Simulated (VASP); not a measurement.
A run of VASP 6.6.1 is set up as follows.

Contents of INCAR:

```
PREC = Accurate
ENCUT = 520
EDIFF = 1E-6
ISMEAR = 0
SIGMA = 0.1
LREAL = F
LASPH = T
NELM = 100
ALGO = Normal
ISIF = 2
LWAVE = F
LCHARG = T
GGA = PE
LELF = T
LVHAR = T
NBANDS = 30
```

File KPOINTS:

```
regular mesh
0
Gamma
  4 4 4
```

Contents of POSCAR:

```
Ga3P
1.0
    4.1505380368      0.0000000000      0.0000000000
    0.0000000000      4.1505380368      0.0000000000
    0.0000000000      0.0000000000      4.1198596528
Ga P
3 1
Direct
    0.0000000000      0.5000000000      0.5000000000
    0.5000000000      0.0000000000      0.5000000000
    0.5000000000      0.5000000000      0.0000000000
    0.0000000000      0.0000000000      0.0000000000
```

Potentials or basis: VASP PAW PBE potentials, release 64 (Ga_d, P).

The run is started by

```console
$ cat potpaw_PBE.64/Ga_d/POTCAR potpaw_PBE.64/P/POTCAR > POTCAR
$ mpirun -np 1 vasp_std > vasp.out
```

(1) Estimate the band gap on the k mesh.

(2) What does it give for the pressure?

Results:

(1) zero (bands 22 and 23 overlap by 4.87 eV).

(2) 0.0 GPa.

Caveat: the k points lie up to 0.38 Å⁻¹ apart, too coarse for converged energies and pressures of a metal.
